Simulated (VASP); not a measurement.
# WSe2 (P6_3/mmc) in VASP: further runs, part 3 of 3

VASP 6.6.1. The steps go on from the part before.

## 5. Electric field gradients, PBEsol (equal xx and yy strain of +2 %)

INCAR

```
PREC = Accurate ; ENCUT = 520
EDIFF = 1E-8 ; ISMEAR = -1
SIGMA = 0.08 ; LREAL = False
LASPH = True ; NELM = 60
ALGO = Normal ; ISIF = 2
LWAVE = False ; LCHARG = False
GGA = PS ; LEFG = True
NBANDS = 35
```

KPOINTS

```
Automatic mesh
0
Gamma
  11 11 3
```

POSCAR

```
WSe2
1.0
    3.3557984195      0.0000000000      0.0000000000
   -1.6778992097      2.9062066812      0.0000000000
    0.0000000000      0.0000000000     12.9700000000
W Se
2 4
Direct
    0.3333333333      0.6666666667      0.2500000000
    0.6666666667      0.3333333333      0.7500000000
    0.3333333333      0.6666666667      0.6210000000
    0.6666666667      0.3333333333      0.1210000000
    0.3333333333      0.6666666667      0.8790000000
    0.6666666667      0.3333333333      0.3790000000
```

Potentials or basis: VASP PAW PBE potentials, release 64 (W_sv, Se).

Started as:

```bash
$ cat potpaw_PBE.64/W_sv/POTCAR potpaw_PBE.64/Se/POTCAR > POTCAR
$ mpirun -np 1 vasp_std > vasp.out
```

OUTCAR:

```text
PREC = Accurate
   ENCUT = 520
   EDIFF = 1E-8
   ISMEAR = -1
   LREAL = False
   LASPH = True
   NELM = 60
   ISIF = 2
   GGA = PS

 ion  position               nearest neighbor table
   1  0.333  0.667  0.250-   4 2.56   6 2.56   4 2.56   6 2.56   4 2.56   6 2.56
   2  0.667  0.333  0.750-   3 2.56   5 2.56   3 2.56   5 2.56   3 2.56   5 2.56
   3  0.333  0.667  0.621-   2 2.56   2 2.56   2 2.56
   4  0.667  0.333  0.121-   1 2.56   1 2.56   1 2.56
   5  0.333  0.667  0.879-   2 2.56   2 2.56   2 2.56
   6  0.667  0.333  0.379-   1 2.56   1 2.56   1 2.56

  LATTYP: Found a hexagonal cell.
 ALAT       =     3.3557984195
 C/A-ratio  =     3.8649520557

  Lattice vectors:

 A1 = (   3.3557984195,   0.0000000000,   0.0000000000)
 A2 = (  -1.6778992097,   2.9062066812,   0.0000000000)
 A3 = (   0.0000000000,   0.0000000000,  12.9700000000)

Analysis of symmetry for initial positions (statically):
=====================================================================
 Subroutine PRICEL returns:
 Original cell was already a primitive cell.

 Routine SETGRP: Setting up the symmetry group for a
 hexagonal supercell.

 Subroutine GETGRP returns: Found 24 space group operations
 (whereof 12 operations were pure point group operations)
 out of a pool of 24 trial point group operations.

The static configuration has the point symmetry D_3d.
 The point group associated with its full space group is D_6h.

Analysis of symmetry for dynamics (positions and initial velocities):
=====================================================================
 Subroutine PRICEL returns:
 Original cell was already a primitive cell.

 Routine SETGRP: Setting up the symmetry group for a
 hexagonal supercell.

 Subroutine GETGRP returns: Found 24 space group operations
[... 1088 lines left out ...]
  in kB      -66.3505293    -66.3505293    -35.7248045     -0.0000000      0.0000000      0.0000000
  external PRESSURE =     -56.1419544 kB  Pullay stress =       0.0000000 kB

 VOLUME and BASIS-vectors are now :
 -----------------------------------------------------------------------------
  energy-cutoff  :      520.00
  volume of cell :      126.49
      direct lattice vectors                 reciprocal lattice vectors
     3.355798420  0.000000000  0.000000000     0.297991677  0.172045575  0.000000000
    -1.677899210  2.906206681  0.000000000     0.000000000  0.344091150  0.000000000
     0.000000000  0.000000000 12.970000000     0.000000000  0.000000000  0.077101002

 POSITION                                       TOTAL-FORCE (eV/Angst)
 -----------------------------------------------------------------------------------
     -0.00000      1.93747      3.24250        -0.000000      0.000000      0.000000
      1.67790      0.96874      9.72750         0.000000     -0.000000      0.000000
     -0.00000      1.93747      8.05437         0.000000      0.000000      0.472594
      1.67790      0.96874      1.56937        -0.000000      0.000000      0.472594
     -0.00000      1.93747     11.40063        -0.000000      0.000000     -0.472594
      1.67790      0.96874      4.91563        -0.000000      0.000000     -0.472594
 -----------------------------------------------------------------------------------
    total drift:                                0.000000     -0.000000      0.000000

  FREE ENERGIE OF THE ION-ELECTRON SYSTEM (eV)
  ---------------------------------------------------
  free  energy   TOTEN  =       -46.4200007613 eV

  energy  without entropy=      -46.4198546990  energy(sigma->0) =      -46.41992773

 Electric field gradients (V/A^2)
---------------------------------------------------------------------
 ion       V_xx      V_yy      V_zz      V_xy      V_xz      V_yz
---------------------------------------------------------------------
   1      78.149    78.149  -156.298     0.000    -0.000     0.000
   2      78.149    78.149  -156.298     0.000     0.000    -0.000
   3      38.437    38.437   -76.873    -0.000     0.000    -0.000
   4      38.437    38.437   -76.873    -0.000    -0.000     0.000
   5      38.437    38.437   -76.873    -0.000    -0.000     0.000
   6      38.437    38.437   -76.873    -0.000     0.000    -0.000
---------------------------------------------------------------------

 Electric field gradients after diagonalization (V/A^2)
 (convention: |V_zz| > |V_xx| > |V_yy|)
----------------------------------------------------------------------
 ion       V_xx      V_yy      V_zz     asymmetry (V_yy - V_xx)/ V_zz
----------------------------------------------------------------------
   1      78.150    78.149  -156.298       0.000
   2      78.150    78.149  -156.298       0.000
   3      38.437    38.436   -76.873       0.000
   4      38.437    38.436   -76.873       0.000
   5      38.437    38.436   -76.873       0.000
   6      38.437    38.436   -76.873       0.000
----------------------------------------------------------------------

           NMR quadrupolar parameters

 Cq : quadrupolar parameter    Cq=e*Q*V_zz/h
 eta: asymmetry parameters     (V_yy - V_xx)/ V_zz
 Q  : nuclear electric quadrupole moment in mb (millibarn)
----------------------------------------------------------------------
 ion       Cq(MHz)       eta       Q (mb)
----------------------------------------------------------------------
   1      -0.378       0.000       1.000
   2      -0.378       0.000       1.000
   3      -0.186       0.000       1.000
   4      -0.186       0.000       1.000
   5      -0.186       0.000       1.000
   6      -0.186       0.000       1.000
----------------------------------------------------------------------
```

OSZICAR:

```text
N       E                     dE             d eps       ncg     rms          rms(c)
DAV:   1     0.488062058785E+03    0.48806E+03   -0.27657E+04  2472   0.144E+03
DAV:   2    -0.172812877826E+02   -0.50534E+03   -0.48823E+03  2634   0.385E+02
DAV:   3    -0.478918457318E+02   -0.30611E+02   -0.30036E+02  2730   0.887E+01
DAV:   4    -0.485697205883E+02   -0.67787E+00   -0.67402E+00  2722   0.136E+01
DAV:   5    -0.485785938913E+02   -0.88733E-02   -0.88659E-02  2695   0.169E+00    0.283E+01
DAV:   6    -0.468813059457E+02    0.16973E+01   -0.68633E+00  2508   0.168E+01    0.965E+00
DAV:   7    -0.466196175194E+02    0.26169E+00   -0.30243E+00  2339   0.852E+00    0.553E+00
DAV:   8    -0.464206390868E+02    0.19898E+00   -0.40311E-01  2534   0.430E+00    0.125E+00
DAV:   9    -0.464217720509E+02   -0.11330E-02   -0.64095E-02  2628   0.118E+00    0.812E-01
DAV:  10    -0.464201266723E+02    0.16454E-02   -0.13189E-02  2473   0.781E-01    0.183E-01
DAV:  11    -0.464200575416E+02    0.69131E-04   -0.17821E-03  2447   0.272E-01    0.161E-01
DAV:  12    -0.464200075782E+02    0.49963E-04   -0.69639E-05  2560   0.505E-02    0.103E-01
DAV:  13    -0.464199999857E+02    0.75925E-05   -0.68469E-05  2486   0.497E-02    0.553E-03
DAV:  14    -0.464200007869E+02   -0.80124E-06   -0.38939E-06  2778   0.102E-02    0.707E-03
DAV:  15    -0.464200007112E+02    0.75755E-07   -0.23368E-07  2565   0.263E-03    0.655E-03
DAV:  16    -0.464200007632E+02   -0.51972E-07   -0.18363E-07  2482   0.220E-03    0.170E-03
DAV:  17    -0.464200007613E+02    0.18417E-08   -0.22537E-08  1937   0.762E-04
   1 F= -.46420001E+02 E0= -.46419928E+02  d E =-.146062E-03
```

Run time: 6.6 min. Hardware: 1 thread of AMD EPYC 7R13, shared host; peak memory 0.28 GiB.

Results:

| Property | Result |
| --- | --- |
| Free energy | -46.4200 eV |
| Pressure | -5.6 GPa |
| Largest force | 0.473 eV/Å |
| Band gap on the k mesh | 0.90 eV, indirect (least direct gap 1.55 eV) |

Forces in eV/Å, atoms in the order of the input:
```
W    0.000  0.000  0.000
W    0.000  0.000  0.000
Se   0.000  0.000  0.473
Se   0.000  0.000  0.473
Se   0.000  0.000 -0.473
Se   0.000  0.000 -0.473
```

Stress tensor (GPa, compression positive):
```
-6.64  0.00  0.00
 0.00 -6.64  0.00
 0.00  0.00 -3.57
```

Electric field gradients, principal values (V/Å²):
| atom | least | middle | greatest (by size) |
| --- | --- | --- | --- |
| 1 W | 78.149 | 78.150 | -156.298 |
| 2 W | 78.149 | 78.150 | -156.298 |
| 3 Se | 38.436 | 38.437 | -76.873 |
| 4 Se | 38.436 | 38.437 | -76.873 |
| 5 Se | 38.436 | 38.437 | -76.873 |
| 6 Se | 38.436 | 38.437 | -76.873 |

Caveat: the cell differs from its parent crystal (equal xx and yy strain of +2 %); without QUAD_EFG the Cq values of the log hold for a quadrupole moment of 1 mb, not for the nuclei; the PAW data sets were made with another functional, which shifts forces and pressure a little; spin-orbit coupling is left out, which moves the levels of the heavy elements; this functional lacks dispersion, which binds the layers, so the pressure and a relaxed spacing across them are unreliable.

## 6. Electric field gradients, PBEsol (equal xx and yy strain of +3 %)

INCAR

```
SYSTEM = WSe2
ALGO = Normal ; EDIFF = 1E-8
ENCUT = 520 ; GGA = PS
ISIF = 2 ; ISMEAR = -1
LASPH = .TRUE. ; LCHARG = .FALSE.
LEFG = .TRUE. ; LREAL = .FALSE.
LWAVE = .FALSE. ; NBANDS = 35
NELM = 60 ; PREC = Accurate
SIGMA = 0.08
```

KPOINTS

```
k-points
0
G
  11 11 3
  0 0 0
```

Edit POSCAR of step 5 so:

```diff
@@ -2,4 +2,4 @@
 1.0
-    3.3557984195      0.0000000000      0.0000000000
-   -1.6778992097      2.9062066812      0.0000000000
+    3.3886984040      0.0000000000      0.0000000000
+   -1.6943492020      2.9346989036      0.0000000000
     0.0000000000      0.0000000000     12.9700000000
```

Potentials or basis: VASP PAW PBE potentials, release 64 (W_sv, Se).

Started as:

```bash
$ cat potpaw_PBE.64/W_sv/POTCAR potpaw_PBE.64/Se/POTCAR > POTCAR
$ mpirun -np 1 vasp_std > vasp.out
```

OUTCAR:

```text
SYSTEM = WSe2
   EDIFF = 1E-8
   ENCUT = 520
   GGA = PS
   ISIF = 2
   ISMEAR = -1
   LASPH = .TRUE.
   LREAL = .FALSE.
   NELM = 60
   PREC = Accurate

 ion  position               nearest neighbor table
   1  0.333  0.667  0.250-   4 2.57   6 2.57   4 2.57   6 2.57   4 2.57   6 2.57
   2  0.667  0.333  0.750-   3 2.57   5 2.57   3 2.57   5 2.57   3 2.57   5 2.57
   3  0.333  0.667  0.621-   2 2.57   2 2.57   2 2.57
   4  0.667  0.333  0.121-   1 2.57   1 2.57   1 2.57
   5  0.333  0.667  0.879-   2 2.57   2 2.57   2 2.57
   6  0.667  0.333  0.379-   1 2.57   1 2.57   1 2.57

  LATTYP: Found a hexagonal cell.
 ALAT       =     3.3886984040
 C/A-ratio  =     3.8274282494

  Lattice vectors:

 A1 = (   3.3886984040,   0.0000000000,   0.0000000000)
 A2 = (  -1.6943492020,   2.9346989036,   0.0000000000)
 A3 = (   0.0000000000,   0.0000000000,  12.9700000000)

Analysis of symmetry for initial positions (statically):
=====================================================================
 Subroutine PRICEL returns:
 Original cell was already a primitive cell.

 Routine SETGRP: Setting up the symmetry group for a
 hexagonal supercell.

 Subroutine GETGRP returns: Found 24 space group operations
 (whereof 12 operations were pure point group operations)
 out of a pool of 24 trial point group operations.

The static configuration has the point symmetry D_3d.
 The point group associated with its full space group is D_6h.

Analysis of symmetry for dynamics (positions and initial velocities):
=====================================================================
 Subroutine PRICEL returns:
 Original cell was already a primitive cell.

[... 1091 lines left out ...]
  Total       -7.2060955     -7.2060955     -4.0795922      0.0000000     -0.0000000      0.0000000
  in kB      -89.5105352    -89.5105352    -50.6746650      0.0000000     -0.0000000      0.0000000
  external PRESSURE =     -76.5652451 kB  Pullay stress =       0.0000000 kB

 VOLUME and BASIS-vectors are now :
 -----------------------------------------------------------------------------
  energy-cutoff  :      520.00
  volume of cell :      128.98
      direct lattice vectors                 reciprocal lattice vectors
     3.388698404  0.000000000  0.000000000     0.295098554  0.170375230  0.000000000
    -1.694349202  2.934698904  0.000000000     0.000000000  0.340750460  0.000000000
     0.000000000  0.000000000 12.970000000     0.000000000  0.000000000  0.077101002

 POSITION                                       TOTAL-FORCE (eV/Angst)
 -----------------------------------------------------------------------------------
     -0.00000      1.95647      3.24250        -0.000000     -0.000000      0.000000
      1.69435      0.97823      9.72750        -0.000000     -0.000000      0.000000
     -0.00000      1.95647      8.05437         0.000000      0.000000      0.652269
      1.69435      0.97823      1.56937         0.000000     -0.000000      0.652269
     -0.00000      1.95647     11.40063         0.000000      0.000000     -0.652269
      1.69435      0.97823      4.91563         0.000000      0.000000     -0.652269
 -----------------------------------------------------------------------------------
    total drift:                               -0.000000      0.000000     -0.000000

  FREE ENERGIE OF THE ION-ELECTRON SYSTEM (eV)
  ---------------------------------------------------
  free  energy   TOTEN  =       -46.2988799635 eV

  energy  without entropy=      -46.2987040927  energy(sigma->0) =      -46.29879203

 Electric field gradients (V/A^2)
---------------------------------------------------------------------
 ion       V_xx      V_yy      V_zz      V_xy      V_xz      V_yz
---------------------------------------------------------------------
   1      78.726    78.726  -157.452     0.000     0.000    -0.000
   2      78.726    78.726  -157.452     0.000    -0.000     0.000
   3      38.962    38.962   -77.924    -0.000     0.000    -0.000
   4      38.962    38.962   -77.924    -0.000    -0.000     0.000
   5      38.962    38.962   -77.924    -0.000    -0.000     0.000
   6      38.962    38.962   -77.924    -0.000     0.000    -0.000
---------------------------------------------------------------------

 Electric field gradients after diagonalization (V/A^2)
 (convention: |V_zz| > |V_xx| > |V_yy|)
----------------------------------------------------------------------
 ion       V_xx      V_yy      V_zz     asymmetry (V_yy - V_xx)/ V_zz
----------------------------------------------------------------------
   1      78.726    78.726  -157.452       0.000
   2      78.726    78.726  -157.452       0.000
   3      38.962    38.962   -77.924       0.000
   4      38.962    38.962   -77.924       0.000
   5      38.962    38.962   -77.924       0.000
   6      38.962    38.962   -77.924       0.000
----------------------------------------------------------------------

           NMR quadrupolar parameters

 Cq : quadrupolar parameter    Cq=e*Q*V_zz/h
 eta: asymmetry parameters     (V_yy - V_xx)/ V_zz
 Q  : nuclear electric quadrupole moment in mb (millibarn)
----------------------------------------------------------------------
 ion       Cq(MHz)       eta       Q (mb)
----------------------------------------------------------------------
   1      -0.381       0.000       1.000
   2      -0.381       0.000       1.000
   3      -0.188       0.000       1.000
   4      -0.188       0.000       1.000
   5      -0.188       0.000       1.000
   6      -0.188       0.000       1.000
----------------------------------------------------------------------
```

OSZICAR:

```text
N       E                     dE             d eps       ncg     rms          rms(c)
DAV:   1     0.487077852451E+03    0.48708E+03   -0.27687E+04  2504   0.144E+03
DAV:   2    -0.179867472765E+02   -0.50506E+03   -0.48805E+03  2674   0.381E+02
DAV:   3    -0.478714713399E+02   -0.29885E+02   -0.29391E+02  2762   0.878E+01
DAV:   4    -0.485372237874E+02   -0.66575E+00   -0.66205E+00  2687   0.135E+01
DAV:   5    -0.485461382965E+02   -0.89145E-02   -0.89023E-02  2730   0.169E+00    0.272E+01
DAV:   6    -0.467864819712E+02    0.17597E+01   -0.74409E+00  2474   0.173E+01    0.914E+00
DAV:   7    -0.465040732431E+02    0.28241E+00   -0.31316E+00  2337   0.880E+00    0.546E+00
DAV:   8    -0.462996109348E+02    0.20446E+00   -0.41002E-01  2499   0.430E+00    0.124E+00
DAV:   9    -0.463006257529E+02   -0.10148E-02   -0.66697E-02  2649   0.119E+00    0.779E-01
DAV:  10    -0.462990536005E+02    0.15722E-02   -0.13574E-02  2497   0.794E-01    0.201E-01
DAV:  11    -0.462989350375E+02    0.11856E-03   -0.18897E-03  2442   0.284E-01    0.146E-01
DAV:  12    -0.462988854540E+02    0.49584E-04   -0.79289E-05  2557   0.515E-02    0.963E-02
DAV:  13    -0.462988790490E+02    0.64050E-05   -0.65734E-05  2510   0.484E-02    0.505E-03
DAV:  14    -0.462988799851E+02   -0.93608E-06   -0.36639E-06  2770   0.979E-03    0.628E-03
DAV:  15    -0.462988799060E+02    0.79091E-07   -0.21970E-07  2449   0.236E-03    0.609E-03
DAV:  16    -0.462988799627E+02   -0.56739E-07   -0.18653E-07  2599   0.236E-03    0.123E-03
DAV:  17    -0.462988799635E+02   -0.79035E-09   -0.17144E-08  1742   0.657E-04
   1 F= -.46298880E+02 E0= -.46298792E+02  d E =-.175871E-03
```

It took 6.6 min on 1 thread of AMD EPYC 7R13, shared host; peak memory 0.29 GiB.

Results:

```yaml
Free_energy: -46.2989 eV
Pressure: -7.7 GPa
Largest_force: 0.652 eV/Å
Band_gap_on_the_k_mesh: 0.90 eV, indirect (least direct gap 1.46 eV)
```

Forces in eV/Å, atoms in the order of the input:
```
W    0.000  0.000  0.000
W    0.000  0.000  0.000
Se   0.000  0.000  0.652
Se   0.000  0.000  0.652
Se   0.000  0.000 -0.652
Se   0.000  0.000 -0.652
```

Stress tensor (GPa, compression positive):
```
-8.95  0.00  0.00
 0.00 -8.95  0.00
 0.00  0.00 -5.07
```

Electric field gradients, principal values (V/Å²):
| atom | least | middle | greatest (by size) |
| --- | --- | --- | --- |
| 1 W | 78.726 | 78.726 | -157.452 |
| 2 W | 78.726 | 78.726 | -157.452 |
| 3 Se | 38.962 | 38.962 | -77.924 |
| 4 Se | 38.962 | 38.962 | -77.924 |
| 5 Se | 38.962 | 38.962 | -77.924 |
| 6 Se | 38.962 | 38.962 | -77.924 |

Caveat: the cell differs from its parent crystal (equal xx and yy strain of +3 %); without QUAD_EFG the Cq values of the log hold for a quadrupole moment of 1 mb, not for the nuclei; the PAW data sets were made with another functional, which shifts forces and pressure a little; spin-orbit coupling is left out, which moves the levels of the heavy elements; this functional lacks dispersion, which binds the layers, so the pressure and a relaxed spacing across them are unreliable. A k mesh can miss the band edges.

## 7. The runs side by side

```tsv
cell	gap on the mesh (eV)	pressure (GPa)	largest force (eV/Å)
a = 3.389, b = 3.389, c = 12.970 Å, angles 90.0, 90.0, 120.0°, 6 atoms	0.90	-7.7	0.65
a = 3.323, b = 3.323, c = 12.970 Å, angles 90.0, 90.0, 120.0°, 6 atoms	0.90	-3.3	0.28
a = 3.356, b = 3.356, c = 12.970 Å, angles 90.0, 90.0, 120.0°, 6 atoms	0.90	-5.6	0.47
```

Alike in all rows: task electric field gradients; level PBEsol; potentials or basis VASP PAW PBE potentials, release 64 (W_sv, Se); no spin polarisation; k mesh 11 × 11 × 3; cutoff (eV) 520; smearing fermi-dirac 0.08 eV.

Caveats: the PAW data sets were made with another functional, which shifts forces and pressure a little; spin-orbit coupling is left out, which moves the levels of the heavy elements; this functional lacks dispersion, which binds the layers, so the pressure and a relaxed spacing across them are unreliable.

Absolute energies hang on the potentials; compare differences alone.
